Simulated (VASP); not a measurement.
# W16O (a cell with a defect) in VASP: single point with PBE

Aim: the single point of W16O (a cell with a defect) with PBE.

Everything below comes from runs of VASP 6.6.1. Logs are shortened: lines on timing, memory, paths and dates and some standing lists are left out, and cuts for length are marked.

### 1 The cell of the first run

The cell holds a defect, 17 atoms: a = 6.320 Å, b = 6.320 Å, c = 6.320 Å, α = 90.00°, β = 90.00°, γ = 90.00°.

### 2 Single point, PBE

INCAR

```
SYSTEM = W16O
PREC     = Accurate       ! precision mode
ENCUT    = 520            ! plane-wave cutoff, eV
EDIFF    = 1E-6           ! SCF threshold, eV
ISMEAR   = -1             ! smearing method
SIGMA    = 0.1            ! smearing width, eV
LREAL    = Auto         
LASPH    = .True.         ! aspherical terms in the spheres
NELM     = 60             ! most SCF steps
ALGO     = Normal         ! electronic algorithm
ISIF     = 2              ! what is computed and relaxed
LWAVE    = .False.        ! write WAVECAR
LCHARG   = .False.        ! write CHGCAR
GGA      = PE             ! functional
NBANDS   = 129            ! bands
```

KPOINTS

```
regular mesh
0
Gamma
  3 3 3
  0 0 0
```

POSCAR

```
W16O
1.0
    6.3200000000      0.0000000000      0.0000000000
    0.0000000000      6.3200000000      0.0000000000
    0.0000000000      0.0000000000      6.3200000000
W O
16 1
Direct
    0.0026165965     -0.0060157396      0.0009905483
    0.4960316190     -0.0060170554      0.0009863641
    0.0010442167      0.5000063320      0.0010125261
    0.0005700678     -0.0052580994      0.5009929384
    0.2493207408      0.2489301062      0.2492734530
    0.4976082123      0.5000057791      0.0010135385
    0.4981030464     -0.0052782357      0.5009916758
    0.7493239666      0.2380474517      0.2277316234
    0.0225485460      0.5108702996      0.5010098304
    0.2493275959      0.7549660852      0.2477109748
    0.2493242533      0.2489203173      0.7527330203
    0.4761158200      0.5108371321      0.5010180883
    0.7493292760      0.7542321536      0.2497769380
    0.7493258436      0.2381116188      0.7742008092
    0.2493298363      0.7549533276      0.7542875826
    0.7493302007      0.7542166163      0.7522337784
    0.7493492419      0.3744214505      0.5009456405
```

Potentials or basis: VASP PAW PBE potentials, release 64 (W_sv, O).

Launch:

```console
$ cat potpaw_PBE.64/W_sv/POTCAR potpaw_PBE.64/O/POTCAR > POTCAR
$ mpirun -np 1 vasp_std > vasp.out
```

OUTCAR:

```text
SYSTEM = W16O
   PREC = Accurate
   ENCUT = 520
   EDIFF = 1E-6
   ISMEAR = -1
   LREAL = Auto
   LASPH = .True.
   NELM = 60
   ISIF = 2
   GGA = PE

 ion  position               nearest neighbor table
   1  0.003  0.994  0.001-   8 2.64  14 2.65  15 2.67  10 2.67  16 2.71  13 2.71  11 2.74   5 2.74
                             2 3.12   3 3.12   4 3.16   4 3.16   3 3.20   2 3.20
   2  0.496  0.994  0.001-   8 2.64  14 2.65  15 2.67  10 2.67  16 2.71  13 2.71  11 2.74   5 2.74
                             1 3.12   6 3.12   7 3.16   7 3.16   6 3.20   1 3.20
   3  0.001  0.500  0.001-   8 2.71  14 2.71   5 2.73  11 2.73  10 2.74  15 2.74  16 2.75  13 2.75
                             1 3.12   6 3.14   9 3.16   9 3.16   6 3.18   1 3.20
   4  0.001  0.995  0.501-  10 2.71  15 2.71  13 2.71  16 2.71   5 2.75  11 2.75   8 2.81  14 2.81
                             9 3.06   7 3.14   1 3.16   1 3.16   7 3.18   9 3.26
   5  0.249  0.249  0.249-  12 2.71   9 2.71   3 2.73   6 2.73   1 2.74   2 2.74   4 2.75   7 2.75
                            10 3.12  11 3.14   8 3.16   8 3.16  11 3.18  10 3.20
   6  0.498  0.500  0.001-   8 2.71  14 2.71   5 2.73  11 2.73  10 2.74  15 2.74  13 2.75  16 2.75
                             2 3.12   3 3.14  12 3.16  12 3.16   3 3.18   2 3.20
   7  0.498  0.995  0.501-  10 2.71  15 2.71  13 2.71  16 2.71   5 2.75  11 2.75   8 2.81  14 2.81
                            12 3.06   4 3.14   2 3.16   2 3.16   4 3.18  12 3.26
   8  0.749  0.238  0.228-  17 1.93   1 2.64   2 2.64   6 2.71   3 2.71   7 2.81   4 2.81  14 2.87
                            12 2.99   9 2.99  13 3.06   5 3.16   5 3.16  13 3.27  14 3.45
   9  0.023  0.511  0.501-  17 1.93  15 2.65  10 2.65   5 2.71  11 2.71  16 2.80  13 2.81  12 2.87
                            14 2.99   8 2.99   4 3.06   3 3.16   3 3.16   4 3.26  12 3.45
  10  0.249  0.755  0.248-   9 2.65  12 2.65   2 2.67   1 2.67   7 2.71   4 2.71   6 2.74   3 2.74
                            15 3.12   5 3.12  13 3.16  13 3.16   5 3.20  15 3.20
  11  0.249  0.249  0.753-  12 2.71   9 2.71   3 2.73   6 2.73   2 2.74   1 2.74   4 2.75   7 2.75
                            15 3.12   5 3.14  14 3.16  14 3.16   5 3.18  15 3.20
  12  0.476  0.511  0.501-  17 1.93  15 2.65  10 2.65  11 2.71   5 2.71  16 2.81  13 2.81   9 2.87
                            14 2.99   8 2.99   7 3.06   6 3.16   6 3.16   7 3.26   9 3.45
  13  0.749  0.754  0.250-   1 2.71   2 2.71   7 2.71   4 2.71   3 2.75   6 2.75   9 2.81  12 2.81
                             8 3.06  16 3.14  10 3.16  10 3.16  16 3.18   8 3.27
  14  0.749  0.238  0.774-  17 1.93   1 2.65   2 2.65   6 2.71   3 2.71   7 2.81   4 2.81   8 2.87
                            12 2.99   9 2.99  16 3.06  11 3.16  11 3.16  16 3.26   8 3.45
  15  0.249  0.755  0.754-   9 2.65  12 2.65   2 2.67   1 2.67   7 2.71   4 2.71   6 2.74   3 2.74
                            10 3.12  11 3.12  16 3.16  16 3.16  11 3.20  10 3.20
  16  0.749  0.754  0.752-   1 2.71   2 2.71   7 2.71   4 2.71   3 2.75   6 2.75   9 2.80  12 2.81
                            14 3.06  13 3.14  15 3.16  15 3.16  13 3.18  14 3.26
  17  0.749  0.374  0.501-   8 1.93  14 1.93   9 1.93  12 1.93

  LATTYP: Found a simple cubic cell.
 ALAT       =     6.3200000000

  Lattice vectors:

 A1 = (   6.3200000000,   0.0000000000,   0.0000000000)
 A2 = (   0.0000000000,   6.3200000000,   0.0000000000)
 A3 = (   0.0000000000,   0.0000000000,   6.3200000000)

Analysis of symmetry for initial positions (statically):
=====================================================================
 Subroutine PRICEL returns:
 Original cell was already a primitive cell.

 Routine SETGRP: Setting up the symmetry group for a
 simple cubic supercell.

 Subroutine GETGRP returns: Found  1 space group operations
 (whereof  1 operations were pure point group operations)
 out of a pool of 48 trial point group operations.

The static configuration has the point symmetry C_1 .

Analysis of symmetry for dynamics (positions and initial velocities):
=====================================================================
 Subroutine PRICEL returns:
 Original cell was already a primitive cell.

 Routine SETGRP: Setting up the symmetry group for a
 simple cubic supercell.

 Subroutine GETGRP returns: Found  1 space group operations
 (whereof  1 operations were pure point group operations)
 out of a pool of 48 trial point group operations.

The dynamic configuration has the point symmetry C_1 .

 Subroutine INISYM returns: Found  1 space group operations
 (whereof  1 operations are pure point group operations),
 and found     1 'primitive' translations

----------------------------------------------------------------------------------------

                                     Primitive cell

  volume of cell :     252.4360

  direct lattice vectors                    reciprocal lattice vectors
     6.320000000  0.000000000  0.000000000     0.158227848  0.000000000  0.000000000
[... 59 lines left out ...]

  Length of vectors
     0.052742616  0.052742616  0.052742616

  Shift w.r.t. Gamma in fractional coordinates (k-lattice)
     0.000000000  0.000000000  0.000000000

 Subroutine IBZKPT returns following result:
 ===========================================

 Found     14 irreducible k-points:

 Following reciprocal coordinates:
            Coordinates               Weight
  0.000000  0.000000  0.000000      1.000000
  0.333333  0.000000  0.000000      2.000000
  0.000000  0.333333  0.000000      2.000000
  0.000000  0.000000  0.333333      2.000000
  0.333333  0.333333  0.000000      2.000000
  0.000000  0.333333  0.333333      2.000000
  0.333333  0.000000  0.333333      2.000000
 -0.333333  0.333333  0.000000      2.000000
 -0.333333  0.000000  0.333333      2.000000
  0.000000 -0.333333  0.333333      2.000000
  0.333333  0.333333  0.333333      2.000000
 -0.333333  0.333333  0.333333      2.000000
 -0.333333 -0.333333  0.333333      2.000000
  0.333333 -0.333333  0.333333      2.000000
   k-points           NKPTS =     14   k-points in BZ     NKDIM =     14   number of bands    NBANDS=    129
   number of dos      NEDOS =    301   number of ions     NIONS =     17
   total plane-waves  NPLWV = 110592
   dimension x,y,z NGX =    48 NGY =   48 NGZ =   48
   dimension x,y,z NGXF=    96 NGYF=   96 NGZF=   96
   ions per type =              16   1
   NGX,Y,Z   is equivalent  to a cutoff of  12.63, 12.63, 12.63 a.u.
   NGXF,Y,Z  is equivalent  to a cutoff of  25.25, 25.25, 25.25 a.u.
 SYSTEM =  W16O
   PREC   = accura    normal or accurate (medium, high low for compatibility)
   ISTART =      0    job   : 0-new  1-cont  2-samecut
   ICHARG =      2    charge: 1-file 2-atom 10-const
   ISPIN  =      1    spin polarized calculation?
   LNONCOLLINEAR =      F non collinear calculations
   LSORBIT =      F    spin-orbit coupling
   LASPH  =      T    aspherical Exc in radial PAW
   ENCUT  =  520.0 eV  38.22 Ry    6.18 a.u.  11.75 11.75 11.75*2*pi/ulx,y,z
   NELM   =     60;   NELMIN=  2; NELMDL= -5     # of ELM steps
   EDIFF  = 0.1E-05   stopping-criterion for ELM
   LREAL  =      T    real-space projection
   EDIFFG = 0.1E-04   stopping-criterion for IOM
   NSW    =      0    number of steps for IOM
[... 5 lines left out ...]
   TEBEG  =    0.0;   TEEND  =   0.0 temperature during run
   PSTRESS=    0.0 pullay stress
   NELECT =     230.0000    total number of electrons
   NUPDOWN=      -1.0000    fix difference up-down
   EMIN   =  10.00;   EMAX   =-10.00  energy-range for DOS
   EFERMI =   0.00;   METHOD = LEGACY
   ISMEAR =    -1;   SIGMA  =   0.10  broadening in eV -4-tet -1-fermi 0-gaus
   EFERMI_NEDOS =   21; number of points for ismear=-14 and -15
   IALGO  =     38    algorithm
   IMIX   =      4    mixing-type and parameters
     AMIX     =   0.40;   BMIX     =  1.00
     AMIX_MAG =   1.60;   BMIX_MAG =  1.00
  volume/ion in A,a.u.               =      14.85       100.21
  Fermi-wavevector in a.u.,A,eV,Ry     =   1.587086  2.999157 34.270910  2.518841
  Thomas-Fermi vector in A             =   2.686297
   LORBIT       =      0    0 simple, 1 ext, 2 COOP (PROOUT), +10 PAW based schemes
   GGA     = PE    functional components
   LHFCALC =     F    Hartree Fock is set to
   AEXX    =    0.0000 exact exchange contribution
   IVDW    =     0    specifies the selected vdW correction
   LEPSILON=     F    determine dielectric tensor
   LRPA    =     F    only Hartree local field effects (RPA)
 non-spin polarized calculation
  energy-cutoff  :      520.00
  volume of cell :      252.44
 maximum number of plane-waves:      6859
   NGX = 23   NGY = 23   NGZ = 23

 number of electron     229.9999995 magnetization

 Free energy of the ion-electron system (eV)
  ---------------------------------------------------
  ext. energy  EPLUGINS =         0.00000000
  ---------------------------------------------------
  free energy    TOTEN  =      -210.77509575 eV

  energy without entropy =     -210.49760531  energy(sigma->0) =     -210.63635053

 E-fermi :  11.8432     XC(G=0): -13.7760

 val. band max:       11.7930745723   @ k =   0.0000   0.0000   0.0000
 cond. band min:      11.9311636750   @ k =  -0.3333   0.0000   0.3333
 fundamental gap:      0.1380891026
 Fermi energy:        11.8432343465

 k-point     1 :       0.0000    0.0000    0.0000
  band No.  band energies     occupation
      1     -62.4261      2.00000
      2     -62.3896      2.00000
      3     -62.3729      2.00000
      4     -62.3727      2.00000
      5     -62.2451      2.00000
      6     -62.2033      2.00000
[... 1809 lines left out ...]
    126      13.7647      0.00000
    127      13.8001      0.00000
 [bands above 127 left out]

------------------------ aborting loop because EDIFF is reached ----------------------------------------

  FORCE on cell =-STRESS in cart. coord.  units (eV):
  Direction    XX          YY          ZZ          XY          YZ          ZX
  --------------------------------------------------------------------------------------
  -------------------------------------------------------------------------------------
  Total       32.0799981     31.8306436     32.0962112      0.0052666      0.0095955      0.0038536
  in kB      203.6074580    202.0248381    203.7103602      0.0334263      0.0609012      0.0244581
  external PRESSURE =     203.1142188 kB  Pullay stress =       0.0000000 kB

 VOLUME and BASIS-vectors are now :
 -----------------------------------------------------------------------------
  energy-cutoff  :      520.00
  volume of cell :      252.44
      direct lattice vectors                 reciprocal lattice vectors
     6.320000000  0.000000000  0.000000000     0.158227848  0.000000000  0.000000000
     0.000000000  6.320000000  0.000000000     0.000000000  0.158227848  0.000000000
     0.000000000  0.000000000  6.320000000     0.000000000  0.000000000  0.158227848

 POSITION                                       TOTAL-FORCE (eV/Angst)
 -----------------------------------------------------------------------------------
      0.01654      6.28198      0.00626        -0.007344      0.007813     -0.001214
      3.13492      6.28197      0.00623         0.008343      0.006718     -0.000252
      0.00660      3.16004      0.00640         0.012136      0.005239     -0.002508
      0.00360      6.28677      3.16628         0.003185      0.005372      0.000979
      1.57571      1.57324      1.57541         0.001579     -0.002068     -0.010648
      3.14488      3.16004      0.00641        -0.010547      0.005211     -0.001130
[... 9 lines left out ...]
      4.73577      4.76665      4.75412         0.000546     -0.006552      0.001620
      4.73589      2.36634      3.16598        -0.005610     -0.001062      0.005203
 -----------------------------------------------------------------------------------
    total drift:                               -0.001722     -0.004973      0.006411

  FREE ENERGIE OF THE ION-ELECTRON SYSTEM (eV)
  ---------------------------------------------------
  free  energy   TOTEN  =      -210.7750957480 eV

  energy  without entropy=     -210.4976053107  energy(sigma->0) =     -210.63635053
```

Run time: 12 min. Hardware: 1 thread of Intel Xeon Platinum 8488C (Sapphire Rapids), shared host; peak memory 0.49 GiB.

Results:

```
Free energy            : -210.7751 eV
Pressure               : 20.3 GPa
Largest force          : 0.155 eV/Å
Band gap on the k mesh : zero (bands 115 and 116 overlap by 0.15 eV)
```

Forces on the atoms (eV/Å):
```
W   -0.007  0.008 -0.001
W    0.008  0.007  0.000
W    0.012  0.005 -0.003
W    0.003  0.005  0.001
W    0.002 -0.002 -0.011
W   -0.011  0.005 -0.001
W   -0.004  0.007  0.001
W    0.000 -0.072 -0.134
W    0.136  0.073  0.001
W    0.001 -0.010  0.008
W    0.001 -0.003  0.008
W   -0.135  0.073 -0.001
W    0.000 -0.008 -0.003
W    0.000 -0.074  0.137
W   -0.001 -0.007 -0.009
W    0.001 -0.007  0.002
O   -0.006 -0.001  0.005
```

Caveat: spin-orbit coupling is left out, which moves the levels of the heavy elements.
